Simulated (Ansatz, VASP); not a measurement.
## BiTe in VASP and in Ansatz

Contents of INCAR:

```
SYSTEM = BiTe
PREC     = Accurate       ! precision mode
ENCUT    = 520            ! plane-wave cutoff, eV
EDIFF    = 1E-6           ! SCF threshold, eV
ISMEAR   = -1             ! smearing method
SIGMA    = 0.08           ! smearing width, eV
LREAL    = .FALSE.        ! projectors in reciprocal space
LASPH    = .TRUE.         ! aspherical terms in the spheres
NELM     = 80             ! most SCF steps
ALGO     = Normal         ! electronic algorithm
ISIF     = 2              ! what is computed and relaxed
LWAVE    = .FALSE.        ! write WAVECAR
LCHARG   = .FALSE.        ! write CHGCAR
GGA      = PE             ! functional
NBANDS   = 18             ! bands
```

The input KPOINTS:

```
Automatic mesh
0
G
  10 10 10
  0 0 0
```

POSCAR

```
BiTe
1.0
    0.0000000000      3.1912784242      3.1912784242
    3.1912784242      0.0000000000      3.1912784242
    3.1912784242      3.1912784242      0.0000000000
Bi Te
1 1
Direct
    0.0000000000      0.0000000000      0.0000000000
    0.5000000000      0.5000000000      0.5000000000
```

Input for Ansatz:

```yaml
crystal:
  lattice:
    - [0.0, 3.1912784242, 3.1912784242]
    - [3.1912784242, 0.0, 3.1912784242]
    - [3.1912784242, 3.1912784242, 0.0]
  atoms:
    - { symbol: Bi, position: [0.0, 0.0, 0.0] }
    - { symbol: Te, position: [0.5, 0.5, 0.5] }
kpoints:
  mp_grid: { grid: [10, 10, 10] }
scf:
  occupations: { method: fermi_dirac, width: 0.08 }
hamiltonian:
  xc: pbe
  pseudopotentials: { kind: all_electron, lapw: { basis_error: 0.0005 } }
output:
  forces: true
  stress: true
  eigenvalues: true
```

Change from the starting cell: volume scaled by 0.96.

Alike in both runs: task single point; functional PBE; k mesh 10 × 10 × 10; occupations fermi-dirac, width 0.08 eV; no spin polarisation.

|  | VASP | Ansatz |
| --- | --- | --- |
| version | VASP 6.6.1 | Ansatz 0.2.0 |
| potentials or method | VASP PAW PBE potentials, release 64 (Bi_d, Te), cutoff 520 eV | all-electron LAPW, scalar-relativistic |

Ansatz gave:

- pressure (GPa): 3.1

**Question.** Estimate VASP's values.

**Answer.** Pressure (GPa): 3.0.

Ansatz ran all-electron here, and VASP with PAW potentials.

Neither program's run includes spin-orbit coupling.
